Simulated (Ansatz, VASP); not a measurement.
**One calculation of C, two programs**

```xyz
1
Lattice="0.0000 1.5057 1.5057 1.5057 0.0000 1.5057 1.5057 1.5057 0.0000" Properties=species:S:1:pos:R:3 pbc="T T T"
C     0.0000    0.0000    0.0000
```

Alike in both runs: task single point; functional r2SCAN; k mesh 20 × 20 × 20; occupations fermi-dirac, width 0.1 eV; no spin polarisation.

|  | VASP | Ansatz |
| --- | --- | --- |
| version | VASP 6.6.1 | Ansatz 0.2.0 |
| potentials or method | VASP PAW PBE potentials, release 64 (C), cutoff 520 eV | plane waves (500 eV) with PAW, scalar-relativistic |
| valence electrons in the cell | 4 | 4 |

```csv
,VASP,Ansatz,Ansatz less VASP
pressure (GPa),15.3,15.1,-0.17
```

VASP's potentials were made for PBE, not for r2SCAN. The functional is the same, so the differences come from potentials, cutoffs and numerics.
